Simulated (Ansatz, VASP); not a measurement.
# One calculation of CaSe, two programs

```
CELL_PARAMETERS angstrom
0.00000 2.91605 2.91605
2.91605 0.00000 2.91605
2.91605 2.91605 0.00000
ATOMIC_POSITIONS crystal
Se 0.50000 0.50000 0.50000
Ca 0.00000 0.00000 0.00000
```

Change from the starting cell: volume scaled by 0.96.

Alike in both runs: task single point; functional PBE; k mesh 8 × 8 × 8; occupations fermi-dirac, width 0.05 eV; no spin polarisation.

|  | VASP | Ansatz |
| --- | --- | --- |
| version | VASP 6.6.1 | Ansatz 0.2.0 |
| potentials or method | VASP PAW PBE potentials, release 64 (Se, Ca_sv), cutoff 520 eV | all-electron LAPW, scalar-relativistic |

VASP gave:

| Property | Result |
| --- | --- |
| gap on the k mesh at the Fermi level (eV) | 1.92 |
| least direct gap on the mesh (eV) | 2.89 |
| pressure (GPa) | 3.7 |

What did Ansatz give for the same quantities?

gap on the k mesh at the Fermi level (eV): 1.93; least direct gap on the mesh (eV): 2.90; pressure (GPa): 3.5.

Ansatz ran all-electron here, and VASP with PAW potentials.
